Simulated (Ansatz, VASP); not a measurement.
## One calculation of CuF, two programs

File INCAR:

```
  PREC = Accurate
  ENCUT = 520
  EDIFF = 1E-7
  ISMEAR = -1
  SIGMA = 0.02
  LREAL = False
  LASPH = True
  NELM = 80
  ALGO = Normal
  ISIF = 2
  LWAVE = False
  LCHARG = False
  GGA = PE
  NBANDS = 26
```

The input KPOINTS:

```
regular mesh
0
Gamma
  9 9 4
```

POSCAR

```
CuF
1.0
    2.7625361970      0.0000000000      0.0000000000
   -1.3812680985      2.3924265254      0.0000000000
    0.0000000000      0.0000000000      6.4019833364
Cu F
2 2
Direct
    0.0000000000      0.0000000000      0.0000000000
    0.0000000000      0.0000000000      0.5000000000
    0.3333333333      0.6666666667      0.2500000000
    0.6666666667      0.3333333333      0.7500000000
```

Input for Ansatz:

```yaml
crystal:
  lattice:
    - [2.762536197, 0.0, 0.0]
    - [-1.3812680985, 2.3924265254, 0.0]
    - [0.0, 0.0, 6.4019833364]
  atoms:
    - { symbol: Cu, position: [0.0, 0.0, 0.0] }
    - { symbol: Cu, position: [0.0, 0.0, 0.5] }
    - { symbol: F, position: [0.3333333333, 0.6666666667, 0.25] }
    - { symbol: F, position: [0.6666666667, 0.3333333333, 0.75] }
kpoints:
  mp_grid: { grid: [9, 9, 4] }
hamiltonian:
  xc: pbe
scf:
  occupations: { method: fermi_dirac, width: 0.02 }
  n_extra_bands: 5
output:
  forces: true
  stress: true
  eigenvalues: true
```

Alike in both runs: task single point; functional PBE; k mesh 9 × 9 × 4; occupations fermi-dirac, width 0.02 eV; no spin polarisation.

|  | VASP | Ansatz |
| --- | --- | --- |
| version | VASP 6.6.1 | Ansatz 0.2.0 |
| potentials or method | VASP PAW PBE potentials, release 64 (Cu, F) | plane waves, PAW |
| plane-wave cutoff (eV) | 520 | 420 |
| valence electrons in the cell | 36 | 52 |

|  | VASP | Ansatz | Ansatz less VASP |
| --- | --- | --- | --- |
| pressure (GPa) | 6.2 | 6.3 | +0.08 |
| traceless stress, the component that is largest in VASP (GPa) | 1.94 | 1.94 | -0.002 |

VASP's potentials hold 36 valence electrons a cell and Ansatz's 52, so a difference there can come from the potentials and not from the codes.
